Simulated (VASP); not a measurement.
Cr: relaxation of shape and atoms at fixed volume with PBE

Crystal: Cr.

```xyz
3
Lattice="3.5303 0.0000 0.0000 -1.7651 3.0573 0.0000 0.0000 0.0000 1.9107" Properties=species:S:1:pos:R:3 pbc="T T T"
Cr    0.0000    0.0000    0.0000
Cr    0.0000    2.0382    0.9553
Cr    1.7651    1.0191    0.9553
```

This isn't the form of Cr at room conditions, which is bcc.

```yaml
Program: VASP 6.6.1
Task: relaxation of shape and atoms at fixed volume
Functional: PBE
Potentials_or_basis: VASP PAW PBE potentials, release 64 (Cr_pv)
Cutoff: 600 eV
k_mesh: 10 × 10 × 14
Occupations: fermi-dirac, width 0.1 eV
Spin: collinear spin, ferromagnetic start
Starting_moments: "[2.0, 2.0, 2.0] μB"
Dipole_correction: no
Further_INCAR_settings: ALGO = Normal; EDIFF = 1e-06; IBRION = 2; EDIFFG = -0.005; NSW = 50; ISIF = 4
```

```
Energy gained by relaxing : 26.6 meV/atom
Ionic steps               : 6
Pressure after relaxing   : 393.2 GPa
Band gap on the k mesh    : zero (filled and empty bands overlap)
Net moment                : 0.00 μB per cell
```

The path:
```tsv
step	energy change (eV)	largest force (eV/Å)	pressure (GPa)	volume (Å³)
1	0.0000	0.0000	398.34	20.62
2	0.1294	0.0000	387.29	20.62
3	-0.0799	0.0000	393.21	20.62
4	-0.0798	0.0000	393.13	20.62
5	-0.0798	0.0000	393.26	20.62
6	-0.0799	0.0000	393.19	20.62
```

Final structure:
```
Cr
1.0
     3.48769    0.00000    0.00000
    -1.74385    3.02043    0.00000
     0.00000    0.00000    1.95759
Cr
3
Direct
  0.00000 0.00000 0.00000
  0.33333 0.66667 0.50000
  0.66667 0.33333 0.50000
```

Levels at points of the mesh, in eV from the Fermi level:
Spin up:
```tsv
k point	band 14	band 15	band 16	band 17	band 18	band 19	band 20	band 21	band 22	band 23
(0.00, 0.00, 0.00)	-3.12	-3.11	-3.02	-3.02	-0.94	-0.94	1.78	1.78	1.84	1.84
(0.50, 0.00, 0.00)	-4.28	-3.77	-3.47	-2.69	0.36	2.13	2.21	3.17	3.56	3.76
(0.00, 0.00, 0.50)	-2.78	-1.80	-1.80	-1.49	0.07	0.07	3.17	3.17	4.03	4.03
(0.50, 0.00, 0.50)	-3.51	-3.34	-3.07	-0.62	-0.26	1.67	2.73	2.93	3.21	4.86
```
Spin down:
| k point | band 15 | band 16 | band 17 | band 18 | band 19 | band 20 | band 21 | band 22 |
| --- | --- | --- | --- | --- | --- | --- | --- | --- |
| (0.00, 0.00, 0.00) | -3.11 | -3.02 | -3.02 | -0.94 | -0.94 | 1.78 | 1.78 | 1.84 |
| (0.50, 0.00, 0.00) | -3.77 | -3.47 | -2.69 | 0.36 | 2.13 | 2.21 | 3.17 | 3.76 |
| (0.00, 0.00, 0.50) | -1.80 | -1.80 | -1.49 | 0.07 | 0.07 | 3.17 | 3.17 | 4.03 |
| (0.50, 0.00, 0.50) | -3.34 | -3.07 | -0.62 | -0.26 | 1.67 | 2.73 | 2.93 | 3.21 |

Wall time 12 min on 1 thread of Intel Xeon 8259CL (shared host), peak memory 0.22 GiB.

Caveat: the moments typed at the start vanished in this run.
